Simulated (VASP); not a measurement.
A run of VASP 6.6.1 is set up as follows.

INCAR

```
PREC = Accurate
ENCUT = 600
EDIFF = 1E-7
ISMEAR = -1
SIGMA = 0.1
LREAL = False
LASPH = True
NELM = 60
ALGO = Normal
ISIF = 3
LWAVE = False
LCHARG = False
IBRION = 2
NSW = 100
EDIFFG = -0.002
```

Contents of KPOINTS:

```
regular mesh
0
Gamma
  12 12 12
```

POSCAR

```
AlNi
1.0
    2.8810000000      0.0000000000      0.0000000000
    0.0000000000      2.8810000000      0.0000000000
    0.0000000000      0.0000000000      2.8810000000
Al Ni
1 1
Direct
    0.0000000000      0.0000000000      0.0000000000
    0.5000000000      0.5000000000      0.5000000000
```

Potentials or basis: VASP PAW LDA potentials, release 64 (Al, Ni).

Run with:

```sh
$ cat potpaw_LDA.64/Al/POTCAR potpaw_LDA.64/Ni/POTCAR > POTCAR
$ mpirun -np 1 vasp_std > vasp.out
```

(1) What does it give for the relaxed volume?

(2) Estimate the relaxed cell.

(3) Predict the space group after relaxing (to 0.05 Å).

Answers

(1) 11.39 Å³/atom.

(2) a = 2.834 Å, b = 2.834 Å, c = 2.834 Å, α = 90.00°, β = 90.00°, γ = 90.00°.

(3) Pm-3m (No. 221).
